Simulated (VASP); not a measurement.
The system is Br.

```
Br
1.0
     6.35643    0.00000    0.00000
     0.00000    6.35643    0.00000
     0.00000    0.00000    6.35643
Br
8
Cartesian
  3.1782 3.1782 3.1782
  0.0000 0.0000 0.0000
  1.5891 0.0000 3.1782
  3.1782 1.5891 0.0000
  3.1782 4.7673 0.0000
  4.7673 0.0000 3.1782
  0.0000 3.1782 4.7673
  0.0000 3.1782 1.5891
```

* Program: VASP 6.6.1
* Task: relaxation of cell and atoms
* Functional: PBE
* Potentials or basis: VASP PAW PBE potentials, release 64 (Br)
* Cutoff: 600 eV
* k mesh: 6 × 6 × 6
* Occupations: gaussian, width 0.1 eV
* Spin: no spin polarisation

At the start: pressure -3.3 GPa; volume 32.10 Å³/atom.

Problem. Where does the relaxation end?

Solution. Over 5 steps the energy falls by 72.6 meV/atom and the volume is 26.50 Å³/atom (-17.5 %); space group Pm-3n (No. 223, to 0.1 Å) before and after.

Step by step:
```
step  energy change (eV)  largest force (eV/Å)  pressure (GPa)  volume (Å³)
   1              0.0000                0.0000           -3.32       256.83
   2             -0.4222                0.0000           -2.16       232.88
   3             -0.5781                0.0000           -0.36       214.38
   4             -0.5810                0.0000            0.07       211.15
   5             -0.5811                0.0000           -0.04       212.00
```

Final structure:
```
Br
1.0
     5.96275    0.00000    0.00000
     0.00000    5.96275    0.00000
     0.00000    0.00000    5.96275
Br
8
Direct
  0.50000 0.50000 0.50000
  0.00000 0.00000 0.00000
  0.25000 0.00000 0.50000
  0.50000 0.25000 0.00000
  0.50000 0.75000 0.00000
  0.75000 0.00000 0.50000
  0.00000 0.50000 0.75000
  0.00000 0.50000 0.25000
```

Caveat: the volume moved by over 15 % at a fixed basis, so the end points are rough.
